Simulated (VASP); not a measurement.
Here is a VASP 6.6.1 calculation.

File POSCAR:

```
NaF
1.0
    0.0000000000      2.2971680712      2.2971680712
    2.2971680712      0.0000000000      2.2971680712
    2.2971680712      2.2971680712      0.0000000000
Na F
1 1
Direct
    0.0000000000      0.0000000000      0.0000000000
    0.5000000000      0.5000000000      0.5000000000
```

INCAR.step1

```
SYSTEM = NaF
ALGO = Normal ; EDIFF = 1E-8
ENCUT = 500 ; GGA = PE
ISMEAR = 0 ; LASPH = .TRUE.
LCHARG = .FALSE. ; LREAL = .FALSE.
LWAVE = .TRUE. ; NELM = 80
PREC = Accurate ; SIGMA = 0.01
```

INCAR.step2

```
SYSTEM = NaF
ALGO = Exact ; EDIFF = 1E-8
ENCUT = 500 ; GGA = PE
ISMEAR = 0 ; ISTART = 1
LASPH = .TRUE. ; LCHARG = .FALSE.
LOPTICS = .TRUE. ; LREAL = .FALSE.
LWAVE = .TRUE. ; NBANDS = 99
NELM = 1 ; PREC = Accurate
SIGMA = 0.01
```

Contents of INCAR.step3:

```
SYSTEM = NaF
ALGO = EVGW0 ; EDIFF = 1E-8
ENCUT = 500 ; ENCUTGW = 140.0
GGA = PE ; ISMEAR = 0
ISTART = 1 ; LASPH = .TRUE.
LCHARG = .FALSE. ; LREAL = .FALSE.
LWAVE = .FALSE. ; NBANDS = 99
NBANDSGW = 16 ; NELMGW = 1
NOMEGA = 96 ; OMEGAMAX = 20
PREC = Accurate ; PRECFOCK = Fast
SIGMA = 0.01
```

Contents of KPOINTS:

```
k-points
0
G
  6 6 6
  0 0 0
```

Potentials or basis: VASP PAW PBE potentials, release 64 (Na_sv_GW, F_GW).

Run with:

```console
$ cat potpaw_PBE.64/Na_sv_GW/POTCAR potpaw_PBE.64/F_GW/POTCAR > POTCAR
$ cp INCAR.step1 INCAR
$ mpirun -np 1 vasp_std > vasp.out
$ cp INCAR.step2 INCAR
$ mpirun -np 1 vasp_std > vasp.out
$ cp INCAR.step3 INCAR
$ mpirun -np 1 vasp_std > vasp.out
```

Q: What does it give for the quasiparticle gap?

A: 10.66 eV.

Q: What does it give for the least direct quasiparticle gap?

A: 10.66 eV.

Q: Estimate the least direct gap of the starting levels on the mesh.

A: 6.47 eV.

Caveat: the k points lie up to 0.39 Å⁻¹ apart; bands, screening cutoff and mesh are small and nothing is extrapolated, so the quasiparticle values aren't converged.
